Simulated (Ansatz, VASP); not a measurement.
**One calculation of Mo, two programs**

```
Mo
1.0
    -1.47837    1.47837    1.77404
     1.47837   -1.47837    1.77404
     1.47837    1.47837   -1.77404
Mo
1
Cartesian
  0.0000 0.0000 0.0000
```

Alike in both runs: task single point; functional r2SCAN; k mesh 24 × 24 × 24; occupations gaussian, width 0.15 eV; no spin polarisation.

|  | VASP | Ansatz |
| --- | --- | --- |
| version | VASP 6.6.1 | Ansatz 0.2.0 |
| potentials or method | VASP PAW PBE potentials, release 64 (Mo_sv), cutoff 520 eV | scalar-relativistic, plane waves, PAW |
| valence electrons in the cell | 14 | 14 |

|  | VASP | Ansatz | Ansatz less VASP |
| --- | --- | --- | --- |
| gap on the k mesh at the Fermi level (eV) | none | none | - |
| pressure (GPa) | 6.7 | 5.5 | -1.14 |
| traceless stress, the component that is largest in VASP (GPa) | -22.80 | -22.85 | -0.054 |

VASP's potentials were made for PBE, not for r2SCAN. A gap of «none» marks a metal or a gap that the smearing closes. The functional is the same, so the differences come from potentials, cutoffs and numerics.
